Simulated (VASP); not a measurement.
Wanted: the native input for a VASP 6.6.1 run.

| Item | Value |
| --- | --- |
| Task | single point |
| Functional | PBE |
| Potentials or basis | VASP PAW PBE potentials, release 64 (Au, Sb) |
| Cutoff | 520 eV |
| k mesh | 10 × 10 × 10 |
| Occupations | fermi-dirac, width 0.08 eV |
| Spin | no spin polarisation |
| Dipole correction | no |
| Further INCAR settings | ALGO = Normal; EDIFF = 1e-06; NBANDS = 15 |

The structure of SbAu (zincblende type) lies in POSCAR:

```
SbAu
1.0
    0.0000000000      3.1718895577      3.1718895577
    3.1718895577      0.0000000000      3.1718895577
    3.1718895577      3.1718895577      0.0000000000
Au Sb
1 1
Direct
    0.0000000000      0.0000000000      0.0000000000
    0.2500000000      0.2500000000      0.2500000000
```

This cell differs from its parent crystal: volume scaled by 1.06.

These files were run (other wordings do the same):

INCAR

```
  PREC = Accurate
  ENCUT = 520
  EDIFF = 1E-6
  ISMEAR = -1
  SIGMA = 0.08
  LREAL = False
  LASPH = True
  NELM = 60
  ALGO = Normal
  ISIF = 2
  LWAVE = False
  LCHARG = False
  GGA = PE
  NBANDS = 15
```

KPOINTS

```
Automatic mesh
0
Gamma
  10 10 10
```

Potentials or basis: VASP PAW PBE potentials, release 64 (Au, Sb).

Launch:

```console
$ cat potpaw_PBE.64/Au/POTCAR potpaw_PBE.64/Sb/POTCAR > POTCAR
$ mpirun -np 1 vasp_std > vasp.out
```

It gave:

```json
{
  "Pressure": "-3.1 GPa",
  "Band gap on the k mesh": "zero (band 8 reaches 6.77 eV, above the bottom of band 9 at 3.43 eV)"
}
```

Caveat: spin-orbit coupling is left out, which moves the levels of the heavy elements.

Wall time 40 s on 1 thread of Intel(R) Xeon(R) Platinum 8259CL CPU @ 2.50GHz (Skylake/Cascade Lake), on a shared host, peak memory 0.23 GiB.
